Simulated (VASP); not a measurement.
Here is a VASP 6.6.1 calculation.

The input INCAR:

```
ALGO     = Normal         # electronic algorithm
EDIFF    = 1E-6           # SCF threshold, eV
EDIFFG   = -0.01          # ionic threshold
ENCUT    = 600            # plane-wave cutoff, eV
GGA      = PE             # functional
IBRION   = 2              # ionic algorithm
ISIF     = 3              # what is computed and relaxed
ISMEAR   = -1             # smearing method
IVDW     = 12             # dispersion correction
LASPH    = True           # aspherical terms in the spheres
LCHARG   = False          # write CHGCAR
LREAL    = False          # projectors in reciprocal space
LWAVE    = False          # write WAVECAR
NELM     = 100            # most SCF steps
NSW      = 60             # ionic steps
PREC     = Accurate       # precision mode
SIGMA    = 0.05           # smearing width, eV
```

KPOINTS

```
k-points
0
Gamma
  5 5 5
```

The input POSCAR:

```
Ca3Lu
1.0
    5.3617750000      0.0000000000      0.0000000000
    0.0000000000      5.3617750000      0.0000000000
    0.0000000000      0.0000000000      5.3617750000
Lu Ca
1 3
Direct
    0.5000000000      0.5000000000      0.5000000000
    0.0000000000      0.0000000000      0.5000000000
    0.0000000000      0.5000000000      0.0000000000
    0.5000000000      0.0000000000      0.0000000000
```

Potentials or basis: VASP PAW PBE potentials, release 64 (Lu, Ca_sv).

Run with:

```console
$ cat potpaw_PBE.64/Lu/POTCAR potpaw_PBE.64/Ca_sv/POTCAR > POTCAR
$ mpirun -np 1 vasp_std > vasp.out
```

(1) What does it give for the dispersion energy per atom?

(2) Predict the relaxed volume.

Answers

(1) -0.266 eV.

(2) 36.80 Å³/atom.
